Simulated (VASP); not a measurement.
# Co (P6_3/mmc) in VASP: a series of runs

The runs below take Co through single point, with PBE.

All numbers are computed with VASP 6.6.1; they aren't measurements. Logs are shortened: lines on timing, memory, paths and dates and some standing lists are left out, and cuts for length are marked.

## (1) The cell of the first run

The structure is hexagonal, space group P6_3/mmc (No. 194). Conventional cell: a = 2.494 Å, b = 2.494 Å, c = 4.028 Å, α = 90.00°, β = 90.00°, γ = 120.00°. Within 3.3 Å of Co (site symmetry -6m2) lie 12 Co at 2.48 to 2.49 Å.

## (2) Single point, PBE, collinear spin, ferromagnetic start

Contents of INCAR:

```
SYSTEM = Co
ALGO     = Normal         ! electronic algorithm
EDIFF    = 1E-6           ! SCF threshold, eV
ENCUT    = 690            ! plane-wave cutoff, eV
GGA      = PE             ! functional
GGA_COMPAT= .False.      
ISIF     = 2              ! what is computed and relaxed
ISMEAR   = -1             ! smearing method
ISPIN    = 2              ! spin polarisation
LASPH    = .True.         ! aspherical terms in the spheres
LCHARG   = .False.        ! write CHGCAR
LMAXMIX  = 4              ! l up to which the mixer works
LORBIT   = 11             ! projections on sites
LREAL    = .False.        ! projectors in reciprocal space
LWAVE    = .False.        ! write WAVECAR
MAGMOM   = 1.69 1.69      ! initial moments
NBANDS   = 28             ! bands
NELM     = 200            ! most SCF steps
PREC     = Accurate       ! precision mode
SIGMA    = 0.05           ! smearing width, eV
```

Contents of KPOINTS:

```
k-points
0
Gamma
  4 4 2
  0 0 0
```

Contents of POSCAR:

```
Co
1.0
    2.4935221926      0.0000000000      0.0000000000
   -1.2467610963      2.1594535637      0.0000000000
    0.0000000000      0.0000000000      4.0277844638
Co
2
Direct
    0.3333333333      0.6666666667      0.2500000000
    0.6666666667      0.3333333333      0.7500000000
```

Potentials or basis: VASP PAW PBE potentials, release 64 (Co_sv).

Command:

```console
> cat potpaw_PBE.64/Co_sv/POTCAR > POTCAR
> mpirun -np 1 vasp_std > vasp.out
```

OUTCAR:

```text
SYSTEM = Co
   EDIFF = 1E-6
   ENCUT = 690
   GGA = PE
   ISIF = 2
   ISMEAR = -1
   ISPIN = 2
   LASPH = .True.
   LORBIT = 11
   LREAL = .False.
   NELM = 200
   PREC = Accurate

 ion  position               nearest neighbor table
   1  0.333  0.667  0.250-   2 2.48   2 2.48   2 2.48   2 2.48   2 2.48   2 2.48
   2  0.667  0.333  0.750-   1 2.48   1 2.48   1 2.48   1 2.48   1 2.48   1 2.48

  LATTYP: Found a hexagonal cell.
 ALAT       =     2.4935221926
 C/A-ratio  =     1.6152992244

  Lattice vectors:

 A1 = (   2.4935221926,   0.0000000000,   0.0000000000)
 A2 = (  -1.2467610963,   2.1594535637,   0.0000000000)
 A3 = (   0.0000000000,   0.0000000000,   4.0277844638)

Analysis of symmetry for initial positions (statically):
=====================================================================
 Subroutine PRICEL returns:
 Original cell was already a primitive cell.

 Routine SETGRP: Setting up the symmetry group for a
 hexagonal supercell.

 Subroutine GETGRP returns: Found 24 space group operations
 (whereof 12 operations were pure point group operations)
 out of a pool of 24 trial point group operations.

The static configuration has the point symmetry D_3d.
 The point group associated with its full space group is D_6h.

Analysis of symmetry for dynamics (positions and initial velocities):
=====================================================================
 Subroutine PRICEL returns:
 Original cell was already a primitive cell.

 Routine SETGRP: Setting up the symmetry group for a
 hexagonal supercell.

 Subroutine GETGRP returns: Found 24 space group operations
 (whereof 12 operations were pure point group operations)
 out of a pool of 24 trial point group operations.

The dynamic configuration has the point symmetry D_3d.
 The point group associated with its full space group is D_6h.

Analysis of structural, dynamic, and magnetic symmetry:
=====================================================================
 Subroutine PRICEL returns:
 Original cell was already a primitive cell.

 Routine SETGRP: Setting up the symmetry group for a
 hexagonal supercell.

 Subroutine GETGRP returns: Found 24 space group operations
 (whereof 12 operations were pure point group operations)
 out of a pool of 24 trial point group operations.

The overall configuration has the point symmetry D_3d.
 The point group associated with its full space group is D_6h.

 Subroutine INISYM returns: Found 24 space group operations
 (whereof 12 operations are pure point group operations),
 and found     1 'primitive' translations

----------------------------------------------------------------------------------------

                                     Primitive cell

  volume of cell :      21.6882

  direct lattice vectors                    reciprocal lattice vectors
     2.493522193  0.000000000  0.000000000     0.401039142  0.231540056  0.000000000
    -1.246761096  2.159453564  0.000000000     0.000000000  0.463080113  0.000000000
     0.000000000  0.000000000  4.027784464     0.000000000  0.000000000  0.248275450

  length of vectors
     2.493522193  2.493522193  4.027784464     0.463080113  0.463080113  0.248275450

  position of ions in fractional coordinates (direct lattice)
     0.333333333  0.666666667  0.250000000
     0.666666667  0.333333333  0.750000000

  ion indices of the primitive-cell ions
   primitive index   ion index
                 1           1
                 2           2

----------------------------------------------------------------------------------------

 KPOINTS: k-points

Automatic generation of k-mesh.
 Grid dimensions read from file:
 generate k-points for:    4    4    2

 Generating k-lattice:

  Cartesian coordinates                     Fractional coordinates (reciprocal lattice)
     0.100259785  0.057885014  0.000000000     0.250000000  0.000000000  0.000000000
     0.000000000  0.115770028  0.000000000     0.000000000  0.250000000  0.000000000
     0.000000000  0.000000000  0.124137725     0.000000000  0.000000000  0.500000000

  Length of vectors
     0.115770028  0.115770028  0.124137725

  Shift w.r.t. Gamma in fractional coordinates (k-lattice)
     0.000000000  0.000000000  0.000000000

 Subroutine IBZKPT returns following result:
 ===========================================

 Found      8 irreducible k-points:

 Following reciprocal coordinates:
            Coordinates               Weight
  0.000000  0.000000  0.000000      1.000000
  0.250000  0.000000  0.000000      6.000000
  0.500000  0.000000  0.000000      3.000000
  0.250000  0.250000  0.000000      6.000000
  0.000000  0.000000  0.500000      1.000000
  0.250000  0.000000  0.500000      6.000000
  0.500000  0.000000  0.500000      3.000000
  0.250000  0.250000  0.500000      6.000000
   k-points           NKPTS =      8   k-points in BZ     NKDIM =      8   number of bands    NBANDS=     28
   number of dos      NEDOS =    301   number of ions     NIONS =      2
   total plane-waves  NPLWV =  20736
   dimension x,y,z NGX =    24 NGY =   24 NGZ =   36
   dimension x,y,z NGXF=    48 NGYF=   48 NGZF=   72
   ions per type =               2
   NGX,Y,Z   is equivalent  to a cutoff of  16.00, 16.00, 14.86 a.u.
   NGXF,Y,Z  is equivalent  to a cutoff of  32.00, 32.00, 29.72 a.u.
 SYSTEM =  Co
   PREC   = accura    normal or accurate (medium, high low for compatibility)
   ISTART =      0    job   : 0-new  1-cont  2-samecut
   ICHARG =      2    charge: 1-file 2-atom 10-const
   ISPIN  =      2    spin polarized calculation?
   LNONCOLLINEAR =      F non collinear calculations
   LSORBIT =      F    spin-orbit coupling
   LASPH  =      T    aspherical Exc in radial PAW
   ENCUT  =  690.0 eV  50.71 Ry    7.12 a.u.   5.34  5.34  8.63*2*pi/ulx,y,z
   NELM   =    200;   NELMIN=  2; NELMDL= -5     # of ELM steps
   EDIFF  = 0.1E-05   stopping-criterion for ELM
   LREAL  =      F    real-space projection
   EDIFFG = 0.1E-04   stopping-criterion for IOM
   NSW    =      0    number of steps for IOM
   IBRION =     -1    ionic relax: 0-MD 1-quasi-New 2-CG
   NFREE  =      0    steps in history (QN), initial steepest desc. (CG)
   ISIF   =      2    stress and relaxation
   ISYM   =      2    0-nonsym 1-usesym 2-fastsym
   POTIM  = 0.5000    time-step for ionic-motion
   TEBEG  =    0.0;   TEEND  =   0.0 temperature during run
   PSTRESS=    0.0 pullay stress
   NELECT =      34.0000    total number of electrons
   NUPDOWN=      -1.0000    fix difference up-down
   EMIN   =  10.00;   EMAX   =-10.00  energy-range for DOS
   EFERMI =   0.00;   METHOD = LEGACY
   ISMEAR =    -1;   SIGMA  =   0.05  broadening in eV -4-tet -1-fermi 0-gaus
   EFERMI_NEDOS =   21; number of points for ismear=-14 and -15
   IALGO  =     38    algorithm
   IMIX   =      4    mixing-type and parameters
     AMIX     =   0.40;   BMIX     =  1.00
     AMIX_MAG =   1.60;   BMIX_MAG =  1.00
  volume/ion in A,a.u.               =      10.84        73.18
  Fermi-wavevector in a.u.,A,eV,Ry     =   1.901779  3.593841 49.209048  3.616763
  Thomas-Fermi vector in A             =   2.940586
   LORBIT       =     11    0 simple, 1 ext, 2 COOP (PROOUT), +10 PAW based schemes
   GGA     = PE    functional components
   LHFCALC =     F    Hartree Fock is set to
   AEXX    =    0.0000 exact exchange contribution
   IVDW    =     0    specifies the selected vdW correction
   LEPSILON=     F    determine dielectric tensor
   LRPA    =     F    only Hartree local field effects (RPA)
 spin polarized calculation
  energy-cutoff  :      690.00
  volume of cell :       21.69
 maximum number of plane-waves:       905
 NGX is ok and might be reduce to    24
   NGX = 11   NGY = 11   NGZ = 17

 number of electron      34.0000012 magnetization       3.3732081

 Free energy of the ion-electron system (eV)
  ---------------------------------------------------
  ext. energy  EPLUGINS =         0.00000000
  ---------------------------------------------------
  free energy    TOTEN  =       -14.21010391 eV

  energy without entropy =      -14.19419098  energy(sigma->0) =      -14.20214744

 E-fermi :  12.0456     XC(G=0): -13.8975

 val. band max:       11.9487577271   @ k =   0.0000   0.0000   0.0000
 cond. band min:      12.0584096557   @ k =   0.5000   0.0000   0.5000
 fundamental gap:      0.1096519286
 Fermi energy:        12.0456119523

 spin component 1

 k-point     1 :       0.0000    0.0000    0.0000
  band No.  band energies     occupation
      1     -83.9950      1.00000
      2     -83.9379      1.00000
      3     -47.3764      1.00000
      4     -47.1172      1.00000
      5     -47.1172      1.00000
      6     -47.0684      1.00000
[... 20 lines left out ...]
     27      37.6439      0.00000
     28      37.6439      0.00000
[... 187 lines left out ...]
 k-point     8 :       0.2500    0.2500    0.5000
  band No.  band energies     occupation
      1     -83.9319      1.00000
      2     -83.9319      1.00000
      3     -47.3290      1.00000
      4     -47.3290      1.00000
      5     -47.2112      1.00000
      6     -47.2112      1.00000
[... 20 lines left out ...]
     27      38.7057      0.00000
     28      38.7057      0.00000
 Fermi energy:        12.0456119523

 spin component 2

 k-point     1 :       0.0000    0.0000    0.0000
  band No.  band energies     occupation
      1     -81.8812      1.00000
      2     -81.8200      1.00000
      3     -45.2959      1.00000
      4     -45.0699      1.00000
      5     -45.0699      1.00000
      6     -45.0175      1.00000
[... 20 lines left out ...]
     27      38.0373      0.00000
     28      38.0373      0.00000
[... 187 lines left out ...]
 k-point     8 :       0.2500    0.2500    0.5000
  band No.  band energies     occupation
      1     -81.8134      1.00000
      2     -81.8134      1.00000
      3     -45.2898      1.00000
      4     -45.2898      1.00000
      5     -45.1677      1.00000
      6     -45.1677      1.00000
[... 20 lines left out ...]
     27      38.8862      0.00000
     28      38.8862      0.00000

------------------------ aborting loop because EDIFF is reached ----------------------------------------

  FORCE on cell =-STRESS in cart. coord.  units (eV):
  Direction    XX          YY          ZZ          XY          YZ          ZX
  --------------------------------------------------------------------------------------
  -------------------------------------------------------------------------------------
  Total       -0.1876489     -0.1876489      0.5430610      0.0000000      0.0000000     -0.0000000
  in kB      -13.8622390    -13.8622390     40.1176869      0.0000000      0.0000000     -0.0000000
  external PRESSURE =       4.1310697 kB  Pullay stress =       0.0000000 kB

 VOLUME and BASIS-vectors are now :
 -----------------------------------------------------------------------------
  energy-cutoff  :      690.00
  volume of cell :       21.69
      direct lattice vectors                 reciprocal lattice vectors
     2.493522193  0.000000000  0.000000000     0.401039142  0.231540056  0.000000000
    -1.246761096  2.159453564  0.000000000     0.000000000  0.463080113  0.000000000
     0.000000000  0.000000000  4.027784464     0.000000000  0.000000000  0.248275450

 POSITION                                       TOTAL-FORCE (eV/Angst)
 -----------------------------------------------------------------------------------
     -0.00000      1.43964      1.00695        -0.000000      0.000000      0.000000
      1.24676      0.71982      3.02084         0.000000     -0.000000      0.000000
 -----------------------------------------------------------------------------------
    total drift:                               -0.000000      0.000000     -0.000000

  FREE ENERGIE OF THE ION-ELECTRON SYSTEM (eV)
  ---------------------------------------------------
  free  energy   TOTEN  =       -14.2101039078 eV

  energy  without entropy=      -14.1941909751  energy(sigma->0) =      -14.20214744

 total charge

# of ion       s       p       d       tot
------------------------------------------
    1        2.248   6.115   6.707  15.069
    2        2.248   6.115   6.707  15.069
--------------------------------------------------
tot          4.496  12.229  13.414  30.139

 magnetization (x)

# of ion       s       p       d       tot
------------------------------------------
    1       -0.002  -0.008   1.741   1.731
    2       -0.002  -0.008   1.741   1.731
--------------------------------------------------
tot         -0.005  -0.015   3.482   3.461
```

It took 9.5 s on 1 thread of Intel Xeon 6975P-C (Granite Rapids), shared host; peak memory 0.16 GiB.

What came out:

| Quantity | Value |
| --- | --- |
| Free energy | -14.2101 eV |
| Pressure | 0.4 GPa |
| Net moment | 3.37 μB per cell |
| Site moments | Co +1.73 μB |
| Valence electrons inside the program's atomic spheres | Co 15.07 |

Levels at points of the mesh, in eV from the Fermi level:
Spin up:
```csv
k point,band 15,band 16,band 17,band 18,band 19,band 20,band 21,band 22
"(0.00, 0.00, 0.00)",-2.27,-1.87,-1.87,-0.75,-0.75,-0.20,6.30,21.75
"(0.50, 0.00, 0.00)",-2.21,-0.68,-0.53,-0.52,1.25,3.25,9.61,10.23
"(0.00, 0.00, 0.50)",-2.65,-2.65,-1.07,-1.07,-1.07,-1.07,14.93,14.93
"(0.50, 0.00, 0.50)",-1.08,-1.08,-0.59,-0.59,1.50,1.50,7.21,7.21
```
Spin down:
| k point | band 13 | band 14 | band 15 | band 16 | band 17 | band 18 |
| --- | --- | --- | --- | --- | --- | --- |
| (0.00, 0.00, 0.00) | -0.82 | -0.54 | -0.54 | -0.18 | -0.10 | -0.10 |
| (0.50, 0.00, 0.00) | -1.05 | -0.98 | -0.49 | 1.26 | 1.41 | 1.43 |
| (0.00, 0.00, 0.50) | -0.98 | -0.98 | -0.98 | -0.98 | 0.80 | 0.80 |
| (0.50, 0.00, 0.50) | 0.01 | 0.01 | 0.31 | 0.31 | 1.36 | 1.36 |

Caveat: the k points lie up to 0.78 Å⁻¹ apart.

## (3) Single point, PBE

This run uses another cell than the first one, of 10.37 Å³/atom.

Contents of INCAR:

```
SYSTEM = Co
ALGO = Normal
EDIFF = 1E-6
ENCUT = 690
GGA = PE
GGA_COMPAT = .False.
ISIF = 2
ISMEAR = -1
LASPH = .True.
LCHARG = .False.
LREAL = .False.
LWAVE = .False.
NBANDS = 24
NELM = 120
PREC = Accurate
SIGMA = 0.1
```

Contents of KPOINTS:

```
k-points
0
Gamma
  2 2 2
  0 0 0
```

Contents of POSCAR:

```
Co
1.0
    2.4583936733      0.0000000000      0.0000000000
   -1.2291968366      2.1290313736      0.0000000000
    0.0000000000      0.0000000000      3.9606917934
Co
2
Direct
    0.3333333333      0.6666666667      0.2500000000
    0.6666666667      0.3333333333      0.7500000000
```

Potentials or basis: VASP PAW PBE potentials, release 64 (Co_sv).

Command:

```console
> cat potpaw_PBE.64/Co_sv/POTCAR > POTCAR
> mpirun -np 1 vasp_std > vasp.out
```

It took 5 s on 1 thread of Intel Xeon Platinum 8488C (Sapphire Rapids), shared host; peak memory 0.14 GiB.

The run converged. Its results:

| Property | Result |
| --- | --- |
| Free energy | -11.8447 eV |
| Pressure | 13.3 GPa |
| Band gap on the k mesh | zero (bands 17 and 18 overlap by 0.37 eV) |

Stress tensor (GPa, compression positive):
```
13.93  0.00  0.00
 0.00 13.93  0.00
 0.00  0.00 12.10
```

Levels at points of the mesh, in eV from the Fermi level:
```tsv
k point	band 15	band 16	band 17	band 18	band 19	band 20
(0.00, 0.00, 0.00)	-1.83	-1.12	-1.12	-0.23	0.14	0.14
(0.50, 0.00, 0.00)	-1.50	-0.06	0.11	0.41	1.83	3.77
(0.00, 0.00, 0.50)	-2.25	-2.25	-0.26	-0.26	-0.26	-0.26
(0.50, 0.00, 0.50)	-0.38	-0.38	0.05	0.05	1.68	1.68
```

Caveat: the k points lie up to 1.48 Å⁻¹ apart, too coarse for converged energies, forces and pressures; the run has no spin polarisation, though such a crystal can be magnetic. Spin polarisation is off, so any magnetic state and its effect on volume and gap are missing.

## (4) Single point, PBE, collinear spin, ferromagnetic start

Contents of INCAR:

```
  ALGO = Normal
  EDIFF = 1E-6
  ENCUT = 690
  GGA = PE
  GGA_COMPAT = F
  ISIF = 2
  ISMEAR = -1
  ISPIN = 2
  LASPH = T
  LCHARG = F
  LMAXMIX = 4
  LORBIT = 11
  LREAL = F
  LWAVE = F
  MAGMOM = 1.69 1.69
  NBANDS = 28
  NELM = 200
  PREC = Accurate
  SIGMA = 0.05
```

Contents of KPOINTS:

```
k-points
0
Gamma
  2 2 1
```

Contents of POSCAR:

```
Co
1.0
    2.4935221926      0.0000000000      0.0000000000
   -1.2467610963      2.1594535637      0.0000000000
    0.0000000000      0.0000000000      4.0277844638
Co
2
Direct
    0.3333333333      0.6666666667      0.2500000000
    0.6666666667      0.3333333333      0.7500000000
```

Command:

```console
> cat potpaw_PBE.64/Co_sv/POTCAR > POTCAR
> mpirun -np 1 vasp_std > vasp.out
```

It took 5.7 s on 1 thread of AMD EPYC 9R45 (Zen 5), shared host; peak memory 0.12 GiB.

The run converged. Its results:

- Free energy: -13.5817 eV
- Pressure: -1.9 GPa
- Net moment: 2.57 μB per cell
- Site moments: Co +1.48 μB
- Valence electrons inside the program's atomic spheres: Co 15.08

Stress tensor (GPa, compression positive):
```
 1.53  0.00  0.00
 0.00  1.53  0.00
 0.00  0.00 -8.86
```

Levels at points of the mesh, in eV from the Fermi level:
Spin up:
| k point | band 16 | band 17 | band 18 | band 19 | band 20 | band 21 |
| --- | --- | --- | --- | --- | --- | --- |
| (0.00, 0.00, 0.00) | -1.76 | -1.76 | -0.65 | -0.65 | 0.09 | 6.50 |
| (0.50, 0.00, 0.00) | -0.75 | -0.60 | -0.42 | 1.44 | 3.37 | 9.88 |
Spin down:
```tsv
k point	band 14	band 15	band 16	band 17	band 18	band 19
(0.00, 0.00, 0.00)	-0.68	-0.68	-0.44	-0.13	-0.13	1.12
(0.50, 0.00, 0.00)	-1.05	-0.82	1.14	1.31	1.39	2.32
```

Caveat: the k points lie up to 1.56 Å⁻¹ apart, too coarse for converged energies, forces and pressures.

(Continued in part 2 of 2.)

The gap in the log of VASP goes by the Fermi energy; the results here count the filled bands.